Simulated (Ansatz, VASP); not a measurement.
## Two plane-wave programs on BaTe

INCAR

```
SYSTEM = BaTe
ALGO     = Normal         ! electronic algorithm
EDIFF    = 1E-6           ! SCF threshold, eV
ENCUT    = 500            ! plane-wave cutoff, eV
GGA      = PE             ! functional
GGA_COMPAT= .False.      
ISIF     = 2              ! what is computed and relaxed
ISMEAR   = 0              ! smearing method
LASPH    = .True.         ! aspherical terms in the spheres
LCHARG   = .False.        ! write CHGCAR
LREAL    = .False.        ! projectors in reciprocal space
LWAVE    = .False.        ! write WAVECAR
NBANDS   = 15             ! bands
NELM     = 120            ! most SCF steps
PREC     = Accurate       ! precision mode
SIGMA    = 0.1            ! smearing width, eV
```

Contents of KPOINTS:

```
k-points
0
Gamma
  4 4 4
  0 0 0
```

Contents of POSCAR:

```
BaTe
1.0
    0.0000000000      3.5913809264      3.5913809264
    3.5913809264      0.0000000000      3.5913809264
    3.5913809264      3.5913809264      0.0000000000
Ba Te
1 1
Direct
    0.0000000000      0.0000000000      0.0000000000
    0.7500000000      0.7500000000      0.7500000000
```

Input for Ansatz:

```yaml
crystal:
  lattice:
    - [0.0, 3.5913809264, 3.5913809264]
    - [3.5913809264, 0.0, 3.5913809264]
    - [3.5913809264, 3.5913809264, 0.0]
  atoms:
    - { symbol: Ba, position: [0.0, 0.0, 0.0] }
    - { symbol: Te, position: [0.75, 0.75, 0.75] }
basis:
  ecutwfc: 420
kpoints:
  mp_grid: { grid: [4, 4, 4] }
hamiltonian:
  xc: pbe
scf:
  occupations: { method: gaussian, width: 0.1 }
output:
  forces: true
  stress: true
  eigenvalues: true
```

Alike in both runs: task single point; functional PBE; k mesh 4 × 4 × 4; occupations gaussian, width 0.1 eV; no spin polarisation.

```csv
,VASP,Ansatz
version,VASP 6.6.1,Ansatz 0.2.0
potentials or method,"VASP PAW PBE potentials, release 64 (Ba_sv, Te), cutoff 500 eV","scalar-relativistic, plane waves, PAW"
valence electrons in the cell,16,26
```

Ansatz gave:

* gap on the k mesh at the Fermi level (eV): 2.70
* least direct gap on the mesh (eV): 2.70
* pressure (GPa): 8.0

**Question.** Which values does VASP return?

**Answer.** gap on the k mesh at the Fermi level (eV): 2.66; least direct gap on the mesh (eV): 2.66; pressure (GPa): 8.5.

VASP's potentials hold 16 valence electrons a cell and Ansatz's 26, so a difference there can come from the potentials and not from the codes.

Spin-orbit coupling is off throughout.
